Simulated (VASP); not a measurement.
# P2Pt3 (P-3m1) in VASP: a series of runs, part 2 of 2

VASP 6.6.1. The steps go on from the part before.

**3. Single point, PBE**

This run uses another cell than the first one, of 16.19 Å³/atom.

INCAR reads:

```
SYSTEM = P2Pt3
PREC = Accurate
ENCUT = 520
EDIFF = 1E-7
ISMEAR = 0
SIGMA = 0.1
LREAL = .FALSE.
LASPH = .TRUE.
NELM = 100
ALGO = Fast
ISIF = 2
LWAVE = .FALSE.
LCHARG = .TRUE.
GGA = PE
LELF = .TRUE.
LVHAR = .TRUE.
NBANDS = 28
```

KPOINTS reads:

```
Automatic mesh
0
G
  12 12 6
  0 0 0
```

POSCAR reads:

```
P2Pt3
1.0
    4.0073419102      0.0000000000      0.0000000000
   -2.0036709551      3.4704598959      0.0000000000
    0.0000000000      0.0000000000      5.8211086259
P Pt
2 3
Direct
    0.3333333333      0.6666666667      0.7705084587
    0.6666666667      0.3333333333      0.2294915413
    0.0000000000      0.0000000000      0.0000000000
    0.6666666667      0.3333333333      0.6507378120
    0.3333333333      0.6666666667      0.3492621880
```

Potentials or basis: VASP PAW PBE potentials, release 64 (P, Pt).

Run with:

```console
$ cat potpaw_PBE.64/P/POTCAR potpaw_PBE.64/Pt/POTCAR > POTCAR
$ mpirun -np 1 vasp_std > vasp.out
```

Run time: 6.1 min. Hardware: 1 thread of Oxide Virtual Turin-like, shared host; peak memory 0.3 GiB.

It converged, with:

* Free energy: -29.7546 eV
* Pressure: -0.2 GPa
* Largest force: 0.006 eV/Å
* Band gap on the k mesh: zero (bands 20 and 21 overlap by 2.30 eV)

Forces on the atoms (eV/Å):
```
P    0.000  0.000 -0.006
P    0.000  0.000  0.006
Pt   0.000  0.000  0.000
Pt   0.000  0.000 -0.003
Pt   0.000  0.000  0.003
```

Levels at points of the mesh, in eV from the Fermi level:
```csv
k point,band 16,band 17,band 18,band 19,band 20,band 21,band 22,band 23,band 24,band 25
"(0.00, 0.00, 0.00)",-2.31,-2.31,-2.00,0.16,1.32,1.78,1.78,2.67,2.67,2.96
"(0.50, 0.00, 0.00)",-2.49,-2.44,-2.20,-1.00,-0.81,-0.52,0.90,2.72,2.73,4.02
"(0.00, 0.00, 0.50)",-2.87,-0.97,-0.97,1.59,1.75,1.75,2.02,3.33,3.33,3.61
"(0.50, 0.00, 0.50)",-2.61,-2.59,-2.25,-0.61,0.64,0.70,0.77,1.57,2.73,4.43
```

Caveat: spin-orbit coupling is left out, which moves the levels of the heavy elements.

**4. Relaxation of cell and atoms, PBE**

This run uses another cell than the first one, of 16.14 Å³/atom.

INCAR reads:

```
PREC = Accurate
ENCUT = 600
EDIFF = 1E-7
ISMEAR = 0
SIGMA = 0.1
LREAL = False
LASPH = True
NELM = 80
ALGO = Fast
ISIF = 3
LWAVE = False
LCHARG = False
GGA = PE
IBRION = 2
NSW = 100
EDIFFG = -0.01
```

KPOINTS reads:

```
Automatic mesh
0
Gamma
  12 12 6
```

POSCAR reads:

```
P2Pt3
1.0
    3.9949491557      0.0000000000      0.0000000000
   -1.9974745778      3.4597274556      0.0000000000
    0.0000000000      0.0000000000      5.8374433622
P Pt
2 3
Direct
    0.3333333333      0.6666666667      0.7722445548
    0.6666666667      0.3333333333      0.2277554452
    0.0000000000      0.0000000000      0.0000000000
    0.6666666667      0.3333333333      0.6476456811
    0.3333333333      0.6666666667      0.3523543189
```

Potentials or basis: VASP PAW PBE potentials, release 64 (P, Pt).

Run with:

```console
$ cat potpaw_PBE.64/P/POTCAR potpaw_PBE.64/Pt/POTCAR > POTCAR
$ mpirun -np 1 vasp_std > vasp.out
```

OUTCAR:

```text
PREC = Accurate
   ENCUT = 600
   EDIFF = 1E-7
   ISMEAR = 0
   LREAL = False
   LASPH = True
   NELM = 80
   ISIF = 3
   GGA = PE
   IBRION = 2
   NSW = 100
   EDIFFG = -0.01

 ion  position               nearest neighbor table
   1  0.333  0.667  0.772-   4 2.42   4 2.42   4 2.42   5 2.45   3 2.66   3 2.66   3 2.66
   2  0.667  0.333  0.228-   5 2.42   5 2.42   5 2.42   4 2.45   3 2.66   3 2.66   3 2.66
   3  0.000  0.000  0.000-   1 2.66   2 2.66   1 2.66   2 2.66   2 2.66   1 2.66   4 3.09   5 3.09
                             4 3.09   5 3.09   4 3.09   5 3.09
   4  0.667  0.333  0.648-   1 2.42   1 2.42   1 2.42   2 2.45   5 2.88   5 2.88   5 2.88   3 3.09
                             3 3.09   3 3.09
   5  0.333  0.667  0.352-   2 2.42   2 2.42   2 2.42   1 2.45   4 2.88   4 2.88   4 2.88   3 3.09
                             3 3.09   3 3.09

  LATTYP: Found a hexagonal cell.
 ALAT       =     3.9949491557
 C/A-ratio  =     1.4612059214

  Lattice vectors:

 A1 = (   3.9949491557,   0.0000000000,   0.0000000000)
 A2 = (  -1.9974745778,   3.4597274556,   0.0000000000)
 A3 = (   0.0000000000,   0.0000000000,   5.8374433622)

Analysis of symmetry for initial positions (statically):
=====================================================================
 Subroutine PRICEL returns:
 Original cell was already a primitive cell.

 Routine SETGRP: Setting up the symmetry group for a
[... 290 lines left out ...]

[... ionic steps 4 to 7 ...]

--------------------------------------- Ionic step        8  -------------------------------------------

 number of electron      39.9999999 magnetization

------------------------ aborting loop because EDIFF is reached ----------------------------------------
[... 73 lines left out ...]
--------------------------------------- Ionic step       10  -------------------------------------------

 number of electron      39.9999999 magnetization

 Free energy of the ion-electron system (eV)
  ---------------------------------------------------
  ext. energy  EPLUGINS =         0.00000000
  ---------------------------------------------------
  free energy    TOTEN  =       -29.75507237 eV

  energy without entropy =      -29.73864821  energy(sigma->0) =      -29.74686029

 E-fermi :   9.7262     XC(G=0): -12.0414

 val. band max:        9.7084069290   @ k =   0.3333   0.0833   0.5000
 cond. band min:       9.7339094524   @ k =   0.2500   0.1667   0.1667
 fundamental gap:      0.0255025234
 Fermi energy:         9.7262069500

 k-point     1 :       0.0000    0.0000    0.0000
  band No.  band energies     occupation
      1      -4.0658      2.00000
      2      -2.0840      2.00000
      3       2.4701      2.00000
      4       3.3023      2.00000
      5       3.3023      2.00000
      6       3.5326      2.00000
[... 637 lines left out ...]
     23      12.7085      0.00000
     24      12.8254      0.00000

 [... further k-points ...]

------------------------ aborting loop because EDIFF is reached ----------------------------------------

  FORCE on cell =-STRESS in cart. coord.  units (eV):
  Direction    XX          YY          ZZ          XY          YZ          ZX
  --------------------------------------------------------------------------------------
  -------------------------------------------------------------------------------------
  Total        0.0133675      0.0133675     -0.0083099      0.0000000     -0.0000000     -0.0000000
  in kB        0.2647554      0.2647554     -0.1645848      0.0000000     -0.0000000     -0.0000000
  external PRESSURE =       0.1216420 kB  Pullay stress =       0.0000000 kB
[... 20 lines left out ...]
  FREE ENERGIE OF THE ION-ELECTRON SYSTEM (eV)
  ---------------------------------------------------
  free  energy   TOTEN  =       -29.7550723698 eV

  energy  without entropy=      -29.7386482118  energy(sigma->0) =      -29.74686029

 reached required accuracy - stopping structural energy minimisation
```

It took 33 min on 1 thread of Oxide Virtual Turin-like, shared host; peak memory 0.33 GiB.

Results:

```
Free energy                           : -29.7551 eV
Relaxed volume                        : 16.18 Å³/atom
Relaxed cell                          : a = 4.006 Å, b = 4.006 Å, c = 5.821 Å, α = 90.00°, β = 90.00°, γ = 120.00°
Space group after relaxing (to 0.1 Å) : P-3m1 (No. 164)
Energy gained by relaxing             : 0.3 meV/atom
Ionic steps                           : 10
Pressure after relaxing               : 0.0 GPa
Largest force after relaxing          : 0.006 eV/Å
Band gap on the k mesh                : zero (bands 20 and 21 overlap by 2.30 eV)
```

Forces in eV/Å, atoms in the order of the input:
```
P    0.000  0.000  0.006
P    0.000  0.000 -0.006
Pt   0.000  0.000  0.000
Pt   0.000  0.000  0.002
Pt   0.000  0.000 -0.002
```

Step by step:
```
step  energy change (eV)  largest force (eV/Å)  pressure (GPa)  volume (Å³)
   1              0.0000                0.0775            0.35        80.68
   2             -0.0001                0.0481           -0.55        81.09
   3             -0.0004                0.0537           -0.15        80.91
   4             -0.0008                0.0287           -0.07        80.87
   5             -0.0010                0.0297            0.05        80.83
   6             -0.0010                0.0300            0.07        80.82
   7             -0.0013                0.0199           -0.04        80.89
   8             -0.0015                0.0083           -0.18        80.97
   9             -0.0013                0.0312            0.35        80.75
  10             -0.0015                0.0056            0.01        80.89
```

Final structure:
```yaml
crystal:
  lattice:
    - [4.00593, 0.00000, 0.00000]
    - [-2.00296, 3.46923, 0.00000]
    - [0.00000, 0.00000, 5.82077]
  atoms:
    - { symbol: P, position: [0.33333, 0.66667, 0.77039] }
    - { symbol: P, position: [0.66667, 0.33333, 0.22961] }
    - { symbol: Pt, position: [0.00000, 0.00000, 0.00000] }
    - { symbol: Pt, position: [0.66667, 0.33333, 0.65067] }
    - { symbol: Pt, position: [0.33333, 0.66667, 0.34933] }
```

Caveat: spin-orbit coupling is left out, which moves the levels of the heavy elements.

**5. The runs side by side**

```tsv
task	cell	k mesh	cutoff (eV)	gap on the mesh (eV)	pressure (GPa)	relaxed volume (Å³/atom)	largest force (eV/Å)
relaxation of cell and atoms	relaxed from a = 3.788, b = 3.788, c = 5.823 Å, angles 90.0, 90.0, 120.0°, 5 atoms, atomic positions A	6 × 6 × 4	600	none	0.1	16.12	0.02
single point	a = 4.007, b = 4.007, c = 5.821 Å, angles 90.0, 90.0, 120.0°, 5 atoms, atomic positions B	12 × 12 × 6	520	none	-0.2	-	0.01
relaxation of cell and atoms	relaxed from a = 3.995, b = 3.995, c = 5.837 Å, angles 90.0, 90.0, 120.0°, 5 atoms, atomic positions C	12 × 12 × 6	600	none	0.0	16.18	0.01
```

Alike in all rows: level PBE; potentials or basis VASP PAW PBE potentials, release 64 (P, Pt); no spin polarisation; smearing gaussian 0.1 eV.

Caveats: spin-orbit coupling is left out, which moves the levels of the heavy elements.

Total energies depend on the potentials used, so only differences within one code and one set of settings carry meaning.

The gap in the log of VASP goes by the Fermi energy; the results here count the filled bands.